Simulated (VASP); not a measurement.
Set up this calculation in VASP 6.6.1, as the native input.

```
Task                   : single point
Functional             : r2SCAN
Potentials or basis    : VASP PAW PBE potentials, release 64 (Ge_d)
Cutoff                 : 520 eV
k mesh                 : 10 × 10 × 10
Occupations            : gaussian, width 0.05 eV
Spin                   : no spin polarisation
Dipole correction      : no
Further INCAR settings : ALGO = Normal; EDIFF = 1e-06; NBANDS = 21
```

Ge:

```
CELL_PARAMETERS angstrom
0.00000 2.74391 2.82877
2.74391 0.00000 2.82877
2.74391 2.74391 0.00000
ATOMIC_POSITIONS crystal
Ge 0.50000 0.50000 0.50000
Ge 0.75000 0.75000 0.75000
```

This cell differs from its parent crystal: strain -0.030 along x and y, +0.000 along z.

The input as run:

POSCAR

```
Ge
1.0
    0.0000000000      2.7439069000      2.8287700000
    2.7439069000      0.0000000000      2.8287700000
    2.7439069000      2.7439069000      0.0000000000
Ge
2
Direct
    0.5000000000      0.5000000000      0.5000000000
    0.7500000000      0.7500000000      0.7500000000
```

INCAR.step1

```
PREC = Accurate
ENCUT = 520
ISMEAR = 0
SIGMA = 0.05
LREAL = F
LASPH = T
NELM = 100
NBANDS = 21
GGA = PE
ALGO = Normal
EDIFF = 1E-4
LWAVE = T
LCHARG = F
```

INCAR.step2

```
PREC = Accurate
ENCUT = 520
EDIFF = 1E-6
ISMEAR = 0
SIGMA = 0.05
LREAL = F
LASPH = T
NELM = 100
ALGO = Normal
ISIF = 2
LWAVE = F
LCHARG = F
METAGGA = R2SCAN
LMIXTAU = T
NBANDS = 21
ISTART = 1
```

KPOINTS

```
regular mesh
0
Gamma
  10 10 10
```

Potentials or basis: VASP PAW PBE potentials, release 64 (Ge_d).

Run with:

```console
$ cat potpaw_PBE.64/Ge_d/POTCAR > POTCAR
$ cp INCAR.step1 INCAR
$ mpirun -np 1 vasp_std > vasp.out
$ cp INCAR.step2 INCAR
$ mpirun -np 1 vasp_std > vasp.out
```

It gave:

- Pressure: 6.0 GPa
- Band gap on the k mesh: 0.49 eV, indirect (least direct gap 0.91 eV)

Caveat: the cell differs from its parent crystal (strain -0.030 along x and y, +0.000 along z); the PAW data sets were made with another functional, which shifts forces and pressure a little.

It took 4.9 min on 1 thread of Intel(R) Xeon(R) Platinum 8259CL CPU @ 2.50GHz (Skylake/Cascade Lake), on a shared host, peak memory 0.21 GiB.
